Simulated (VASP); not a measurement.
# Al2O3 (Pnnm) in VASP: further runs

Al2O3 is run at these levels: LDA; tasks: single point.

All numbers are computed with VASP 6.6.1; they aren't measurements. Logs are shortened: lines on timing, memory, paths and dates and some standing lists are left out, and cuts for length are marked.

### Step 1. The cell of the first run

It takes space group Pnnm (No. 58, orthorhombic). The conventional cell has a = 4.225 Å, b = 8.807 Å, c = 2.737 Å, α = 90.00°, β = 90.00°, γ = 90.00°. Al (site symmetry m) has 4 O at 1.53 to 1.65 Å within 2.0 Å. Within 2.2 Å of O (site symmetry m) lie 3 Al at 1.64 to 1.65 Å. Within 2.0 Å of O (site symmetry 2/m) lie 2 Al at 1.53 Å.

### Step 2. Single point, LDA (strain -0.080 along x and y, -0.080 along z)

INCAR reads:

```
SYSTEM = Al2O3
  PREC = Accurate
  ENCUT = 520
  EDIFF = 1E-6
  ISMEAR = 0
  SIGMA = 0.05
  LREAL = .FALSE.
  LASPH = .TRUE.
  NELM = 100
  ALGO = Normal
  ISIF = 2
  LWAVE = .FALSE.
  LCHARG = .TRUE.
  GGA = CA
  LELF = .TRUE.
  LVHAR = .TRUE.
  NBANDS = 35
```

KPOINTS reads:

```
regular mesh
0
G
  6 4 8
  0 0 0
```

POSCAR reads:

```
Al2O3
1.0
    4.2251788552      0.0000000000      0.0000000000
    0.0000000000      8.8072714464      0.0000000000
    0.0000000000      0.0000000000      2.7366208711
Al O
4 6
Direct
    0.4138788494      0.3309999366      0.5000000000
    0.5861211506      0.6690000634      0.5000000000
    0.9138788494      0.1690000634      0.0000000000
    0.0861211506      0.8309999366      0.0000000000
    0.7315554251      0.2226862107      0.5000000000
    0.0000000000      0.0000000000      0.0000000000
    0.7684445749      0.7226862107      0.0000000000
    0.2315554251      0.2773137893      0.0000000000
    0.2684445749      0.7773137893      0.5000000000
    0.5000000000      0.5000000000      0.5000000000
```

Potentials or basis: VASP PAW LDA potentials, release 64 (Al, O).

Started as:

```console
> cat potpaw_LDA.64/Al/POTCAR potpaw_LDA.64/O/POTCAR > POTCAR
> mpirun -np 1 vasp_std > vasp.out
```

OUTCAR:

```text
SYSTEM = Al2O3
   PREC = Accurate
   ENCUT = 520
   EDIFF = 1E-6
   ISMEAR = 0
   LREAL = .FALSE.
   LASPH = .TRUE.
   NELM = 100
   ISIF = 2
   GGA = CA

 ion  position               nearest neighbor table
   1  0.414  0.331  0.500-  10 1.53   8 1.64   8 1.64   5 1.65   3 2.89   3 2.89   3 2.89   3 2.89
                             2 3.06
   2  0.586  0.669  0.500-  10 1.53   7 1.64   7 1.64   9 1.65   4 2.89   4 2.89   4 2.89   4 2.89
                             1 3.06
   3  0.914  0.169  0.000-   6 1.53   5 1.64   5 1.64   8 1.65   1 2.89   1 2.89   1 2.89   1 2.89
                             4 3.06
   4  0.086  0.831  0.000-   6 1.53   9 1.64   9 1.64   7 1.65   2 2.89   2 2.89   2 2.89   2 2.89
                             3 3.06
   5  0.732  0.223  0.500-   3 1.64   3 1.64   1 1.65
   6  0.000  0.000  0.000-   3 1.53   4 1.53
   7  0.768  0.723  0.000-   2 1.64   2 1.64   4 1.65
   8  0.232  0.277  0.000-   1 1.64   1 1.64   3 1.65
   9  0.268  0.777  0.500-   4 1.64   4 1.64   2 1.65
  10  0.500  0.500  0.500-   1 1.53   2 1.53

  LATTYP: Found a simple orthorhombic cell.
 ALAT       =     2.7366208711
 B/A-ratio  =     1.5439401562
 C/A-ratio  =     3.2183016432

  Lattice vectors:

 A1 = (   0.0000000000,   0.0000000000,   2.7366208711)
 A2 = (   4.2251788552,   0.0000000000,   0.0000000000)
 A3 = (   0.0000000000,   8.8072714464,   0.0000000000)

Analysis of symmetry for initial positions (statically):
=====================================================================
 Subroutine PRICEL returns:
 Original cell was already a primitive cell.

 Routine SETGRP: Setting up the symmetry group for a
 simple orthorhombic supercell.

 Subroutine GETGRP returns: Found  8 space group operations
 (whereof  4 operations were pure point group operations)
 out of a pool of  8 trial point group operations.

The static configuration has the point symmetry C_2h.
 The point group associated with its full space group is D_2h.

Analysis of symmetry for dynamics (positions and initial velocities):
=====================================================================
 Subroutine PRICEL returns:
 Original cell was already a primitive cell.

 Routine SETGRP: Setting up the symmetry group for a
 simple orthorhombic supercell.

 Subroutine GETGRP returns: Found  8 space group operations
 (whereof  4 operations were pure point group operations)
 out of a pool of  8 trial point group operations.

The dynamic configuration has the point symmetry C_2h.
 The point group associated with its full space group is D_2h.

 Subroutine INISYM returns: Found  8 space group operations
 (whereof  4 operations are pure point group operations),
 and found     1 'primitive' translations

----------------------------------------------------------------------------------------

                                     Primitive cell

  volume of cell :     101.8359

  direct lattice vectors                    reciprocal lattice vectors
     4.225178855  0.000000000  0.000000000     0.236676371  0.000000000  0.000000000
     0.000000000  8.807271446  0.000000000     0.000000000  0.113542543  0.000000000
     0.000000000  0.000000000  2.736620871     0.000000000  0.000000000  0.365414154

  length of vectors
     4.225178855  8.807271446  2.736620871     0.236676371  0.113542543  0.365414154

  position of ions in fractional coordinates (direct lattice)
     0.413878849  0.330999937  0.500000000
     0.586121151  0.669000063  0.500000000
     0.913878849  0.169000063  0.000000000
     0.086121151  0.830999937  0.000000000
     0.731555425  0.222686211  0.500000000
     0.000000000  0.000000000  0.000000000
     0.768444575  0.722686211  0.000000000
     0.231555425  0.277313789  0.000000000
     0.268444575  0.777313789  0.500000000
     0.500000000  0.500000000  0.500000000

  ion indices of the primitive-cell ions
   primitive index   ion index
                 1           1
                 2           2
                 3           3
                 4           4
                 5           5
                 6           6
                 7           7
                 8           8
                 9           9
                10          10

----------------------------------------------------------------------------------------

 KPOINTS: regular mesh

Automatic generation of k-mesh.
 Grid dimensions read from file:
 generate k-points for:    6    4    8

 Generating k-lattice:

  Cartesian coordinates                     Fractional coordinates (reciprocal lattice)
     0.039446062  0.000000000  0.000000000     0.166666667  0.000000000  0.000000000
     0.000000000  0.028385636  0.000000000     0.000000000  0.250000000  0.000000000
     0.000000000  0.000000000  0.045676769     0.000000000  0.000000000  0.125000000

  Length of vectors
     0.039446062  0.028385636  0.045676769

  Shift w.r.t. Gamma in fractional coordinates (k-lattice)
     0.000000000  0.000000000  0.000000000

 Subroutine IBZKPT returns following result:
 ===========================================

 Found     60 irreducible k-points:

 Following reciprocal coordinates:
            Coordinates               Weight
  0.000000  0.000000  0.000000      1.000000
  0.166667  0.000000  0.000000      2.000000
  0.333333  0.000000  0.000000      2.000000
  0.500000  0.000000  0.000000      1.000000
  0.000000  0.250000  0.000000      2.000000
  0.166667  0.250000  0.000000      4.000000
[... 16 lines left out ...]
  0.333333  0.500000  0.125000      4.000000
  0.500000  0.500000  0.125000      2.000000
 [... further k-points ...]
   k-points           NKPTS =     60   k-points in BZ     NKDIM =     60   number of bands    NBANDS=     35
   number of dos      NEDOS =    301   number of ions     NIONS =     10
   total plane-waves  NPLWV =  44800
   dimension x,y,z NGX =    32 NGY =   70 NGZ =   20
   dimension x,y,z NGXF=    64 NGYF=  140 NGZF=   40
   ions per type =               4   6
   NGX,Y,Z   is equivalent  to a cutoff of  12.59, 13.21, 12.15 a.u.
   NGXF,Y,Z  is equivalent  to a cutoff of  25.18, 26.43, 24.30 a.u.
 SYSTEM =  Al2O3
   PREC   = accura    normal or accurate (medium, high low for compatibility)
   ISTART =      0    job   : 0-new  1-cont  2-samecut
   ICHARG =      2    charge: 1-file 2-atom 10-const
   ISPIN  =      1    spin polarized calculation?
   LNONCOLLINEAR =      F non collinear calculations
   LSORBIT =      F    spin-orbit coupling
   LASPH  =      T    aspherical Exc in radial PAW
   ENCUT  =  520.0 eV  38.22 Ry    6.18 a.u.   7.86 16.38  5.09*2*pi/ulx,y,z
   NELM   =    100;   NELMIN=  2; NELMDL= -5     # of ELM steps
   EDIFF  = 0.1E-05   stopping-criterion for ELM
   LREAL  =      F    real-space projection
   EDIFFG = 0.1E-04   stopping-criterion for IOM
   NSW    =      0    number of steps for IOM
   IBRION =     -1    ionic relax: 0-MD 1-quasi-New 2-CG
   NFREE  =      0    steps in history (QN), initial steepest desc. (CG)
   ISIF   =      2    stress and relaxation
   ISYM   =      2    0-nonsym 1-usesym 2-fastsym
   POTIM  = 0.5000    time-step for ionic-motion
   TEBEG  =    0.0;   TEEND  =   0.0 temperature during run
   PSTRESS=    0.0 pullay stress
   NELECT =      48.0000    total number of electrons
   NUPDOWN=      -1.0000    fix difference up-down
   EMIN   =  10.00;   EMAX   =-10.00  energy-range for DOS
   EFERMI =   0.00;   METHOD = LEGACY
   ISMEAR =     0;   SIGMA  =   0.05  broadening in eV -4-tet -1-fermi 0-gaus
   EFERMI_NEDOS =   21; number of points for ismear=-14 and -15
   IALGO  =     38    algorithm
   IMIX   =      4    mixing-type and parameters
     AMIX     =   0.40;   BMIX     =  1.00
     AMIX_MAG =   1.60;   BMIX_MAG =  1.00
  volume/ion in A,a.u.               =      10.18        68.72
  Fermi-wavevector in a.u.,A,eV,Ry     =   1.274055  2.407615 22.085199  1.623216
  Thomas-Fermi vector in A             =   2.406844
   LORBIT       =      0    0 simple, 1 ext, 2 COOP (PROOUT), +10 PAW based schemes
   GGA     = CA    functional components
   LHFCALC =     F    Hartree Fock is set to
   AEXX    =    0.0000 exact exchange contribution
   IVDW    =     0    specifies the selected vdW correction
   LEPSILON=     F    determine dielectric tensor
   LRPA    =     F    only Hartree local field effects (RPA)
 non-spin polarized calculation
 Gauss-broadening in eV      SIGMA  =   0.05
  energy-cutoff  :      520.00
  volume of cell :      101.84
 maximum number of plane-waves:      2772
 NGX is ok and might be reduce to    32
   NGX = 15   NGY = 33   NGZ = 11

 number of electron      47.9999989 magnetization

 Free energy of the ion-electron system (eV)
  ---------------------------------------------------
  ext. energy  EPLUGINS =         0.00000000
  ---------------------------------------------------
  free energy    TOTEN  =       -75.83438516 eV

  energy without entropy =      -75.83438516  energy(sigma->0) =      -75.83438516

 E-fermi :   4.3570     XC(G=0): -10.6416

 val. band max:        4.0344217827   @ k =   0.0000   0.0000   0.0000
 cond. band min:       8.5969255280   @ k =   0.0000   0.0000   0.0000
 fundamental gap:      4.5625037453
 Fermi energy:         4.3570391860

 k-point     1 :       0.0000    0.0000    0.0000
  band No.  band energies     occupation
      1     -16.2620      2.00000
      2     -16.1113      2.00000
      3     -14.2390      2.00000
      4     -14.1844      2.00000
      5     -12.9039      2.00000
      6     -12.6362      2.00000
[... 27 lines left out ...]
     34      17.4548      0.00000
     35      17.9583      0.00000

 k-point     2 :       0.1667    0.0000    0.0000
  band No.  band energies     occupation
      1     -16.1528      2.00000
      2     -16.0043      2.00000
      3     -14.4168      2.00000
      4     -14.3441      2.00000
      5     -12.8684      2.00000
      6     -12.6443      2.00000
[... 27 lines left out ...]
     34      17.0060      0.00000
     35      17.7116      0.00000
[... 796 lines left out ...]
     34      16.9443      0.00000
     35      17.5241      0.00000

 k-point    24 :       0.5000    0.5000    0.1250
  band No.  band energies     occupation
      1     -15.2604      2.00000
      2     -15.2604      2.00000
      3     -15.1538      2.00000
      4     -15.1538      2.00000
      5     -12.6573      2.00000
      6     -12.6573      2.00000
[... 27 lines left out ...]
     34      17.2247      0.00000
     35      17.2975      0.00000

 [... further k-points ...]
[... 5 lines left out ...]
  --------------------------------------------------------------------------------------
  -------------------------------------------------------------------------------------
  Total       34.8110062     52.8105348     41.7360515      0.0000000      0.0000000      0.0000000
  in kB      547.6789441    830.8641750    656.6301621      0.0000000      0.0000000      0.0000000
  external PRESSURE =     678.3910938 kB  Pullay stress =       0.0000000 kB

 VOLUME and BASIS-vectors are now :
 -----------------------------------------------------------------------------
  energy-cutoff  :      520.00
  volume of cell :      101.84
      direct lattice vectors                 reciprocal lattice vectors
     4.225178855  0.000000000  0.000000000     0.236676371  0.000000000  0.000000000
     0.000000000  8.807271446  0.000000000     0.000000000  0.113542543  0.000000000
     0.000000000  0.000000000  2.736620871     0.000000000  0.000000000  0.365414154

 POSITION                                       TOTAL-FORCE (eV/Angst)
 -----------------------------------------------------------------------------------
      1.74871      2.91521      1.36831        -0.893257     -1.654904      0.000000
      2.47647      5.89207      1.36831         0.893257      1.654904      0.000000
      3.86130      1.48843      0.00000        -0.893257      1.654904      0.000000
      0.36388      7.31884      0.00000         0.893257     -1.654904      0.000000
      3.09095      1.96126      1.36831        -0.670778     -0.037489      0.000000
      0.00000      0.00000      0.00000        -0.000000     -0.000000      0.000000
      3.24682      6.36489      0.00000         0.670778     -0.037489     -0.000000
      0.97836      2.44238      0.00000        -0.670778      0.037489      0.000000
      1.13423      6.84601      1.36831         0.670778      0.037489      0.000000
      2.11259      4.40364      1.36831        -0.000000     -0.000000      0.000000
 -----------------------------------------------------------------------------------
    total drift:                                0.000000     -0.000000      0.000000

  FREE ENERGIE OF THE ION-ELECTRON SYSTEM (eV)
  ---------------------------------------------------
  free  energy   TOTEN  =       -75.8343851590 eV

  energy  without entropy=      -75.8343851590  energy(sigma->0) =      -75.83438516
```

It took 68 s on 1 thread of Intel Xeon 6975P-C (Granite Rapids), shared host; peak memory 0.26 GiB.

What came out:

- Free energy: -75.8344 eV
- Pressure: 67.8 GPa
- Largest force: 1.881 eV/Å
- Band gap on the k mesh: 4.56 eV, direct

Forces on the atoms (eV/Å):
```
Al  -0.893 -1.655  0.000
Al   0.893  1.655  0.000
Al  -0.893  1.655  0.000
Al   0.893 -1.655  0.000
O   -0.671 -0.037  0.000
O    0.000  0.000  0.000
O    0.671 -0.037  0.000
O   -0.671  0.037  0.000
O    0.671  0.037  0.000
O    0.000  0.000  0.000
```

Caveat: the cell differs from its parent crystal (strain -0.080 along x and y, -0.080 along z); forces of over 1 eV/Å act on the atoms, so gaps and moduli don't describe the material at rest.

(Continued in part 2 of 3.)
